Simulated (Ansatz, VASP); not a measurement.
MoS2 in VASP and in Ansatz

```
Mo S
1.0
     3.16100    0.00000    0.00000
    -1.58050    2.73751    0.00000
     0.00000    0.00000   12.29500
Mo S
2 4
Direct
  0.33333 0.66667 0.25000
  0.66667 0.33333 0.75000
  0.33333 0.66667 0.62750
  0.66667 0.33333 0.12750
  0.33333 0.66667 0.87250
  0.66667 0.33333 0.37250
```

Alike in both runs: task single point; functional LDA; k mesh 7 × 7 × 2; occupations gaussian, width 0.05 eV; collinear spin; Hubbard terms Mo d U = 2.0 eV.

```csv
,VASP,Ansatz
version,VASP 6.6.1,Ansatz 0.2.0
potentials or method,"VASP PAW LDA potentials, release 64 (Mo_sv, S), cutoff 520 eV","scalar-relativistic, plane waves, PAW"
valence electrons in the cell,52,52
```

|  | VASP | Ansatz | Ansatz less VASP |
| --- | --- | --- | --- |
| gap on the k mesh at the Fermi level (eV) | 0.96 | 0.92 | -0.032 |
| least direct gap on the mesh (eV) | 1.98 | 2.05 | +0.068 |
| pressure (GPa) | 2.3 | 1.0 | -1.34 |
| traceless stress, the component that is largest in VASP (GPa) | 4.62 | 4.58 | -0.038 |
| rms of the force components (eV/Å) | 0.421 | 0.348 | -0.0725 |
| net moment per atom (μB) | 0.00 | 0.00 | 0.000 |

LDA's correlation is that of Perdew and Zunger in VASP and of Perdew and Wang (1992) in Ansatz. The programs project onto different local orbitals, so the same U acts differently, and such runs can settle in different states. Atom by atom the forces differ by 0.072 eV/Å (rms over components). Ansatz's warnings: seeded moment not kept, specified occupation not kept, symmetry narrowed by occupation matrices.
